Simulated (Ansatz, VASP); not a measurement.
Ca in VASP and in Ansatz

```
Ca
1.0
    -2.19235    2.19235    2.19235
     2.19235   -2.19235    2.19235
     2.19235    2.19235   -2.19235
Ca
1
Direct
  0.00000 0.00000 0.00000
```

Alike in both runs: functional PBE; k mesh 18 × 18 × 18; occupations gaussian, width 0.1 eV; no spin polarisation.

Ansatz relaxed the structure, and its values are those at the end. VASP's run is a single point on that final structure, the one shown.

|  | VASP | Ansatz |
| --- | --- | --- |
| version | VASP 6.6.1 | Ansatz 0.2.0 |
| potentials or method | VASP PAW PBE potentials, release 64 (Ca_sv), cutoff 520 eV | scalar-relativistic, plane waves, PAW |
| valence electrons in the cell | 10 | 10 |

```tsv
	VASP	Ansatz	Ansatz less VASP
gap on the k mesh at the Fermi level (eV)	none	none	-
pressure (GPa)	0.0	0.0	-0.02
```

A gap of «none» marks a metal or a gap that the smearing closes.
